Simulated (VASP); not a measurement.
Input of a VASP 6.6.1 run:

File INCAR:

```
ALGO = Normal
EDIFF = 1E-6
EDIFFG = -0.01
ENCUT = 600
GGA = PE
IBRION = 2
ISIF = 3
ISMEAR = 0
LASPH = True
LCHARG = False
LREAL = False
LWAVE = False
NELM = 100
NSW = 100
PREC = Accurate
SIGMA = 0.05
```

File KPOINTS:

```
k-points
0
Gamma
  8 8 8
```

The input POSCAR:

```
CaO
1.0
    0.0000000000      2.4154595357      2.4154595357
    2.4154595357      0.0000000000      2.4154595357
    2.4154595357      2.4154595357      0.0000000000
Ca O
1 1
Direct
    0.0002695758     -0.0048941882     -0.0018010317
    0.4997304242      0.5048941882      0.5018010317
```

Potentials or basis: VASP PAW PBE potentials, release 64 (Ca_sv, O).

Command:

```bash
$ cat potpaw_PBE.64/Ca_sv/POTCAR potpaw_PBE.64/O/POTCAR > POTCAR
$ mpirun -np 1 vasp_std > vasp.out
```

Task: What does it give for the space group after relaxing (to 0.05 Å)?

Result: Fm-3m (No. 225).

Task: What does it give for the relaxed cell?

Result: a = 3.420 Å, b = 3.421 Å, c = 3.421 Å, α = 59.98°, β = 60.03°, γ = 60.01°.

Task: Estimate the relaxed volume.

Result: 14.15 Å³/atom.

The path:
| step | energy change (eV) | largest force (eV/Å) | pressure (GPa) | volume (Å³) |
| --- | --- | --- | --- | --- |
| 1 | 0.0000 | 0.1157 | 0.50 | 28.19 |
| 2 | -0.0013 | 0.0802 | -0.17 | 28.36 |
| 3 | -0.0015 | 0.0590 | -0.61 | 28.48 |
| 4 | -0.0023 | 0.0214 | -0.23 | 28.37 |
| 5 | -0.0025 | 0.0002 | -0.01 | 28.31 |

Caveat: the cell differs from its parent crystal (all Ca atoms moved 0.04 Å in one direction). Zero-point motion and thermal expansion aren't in these numbers.
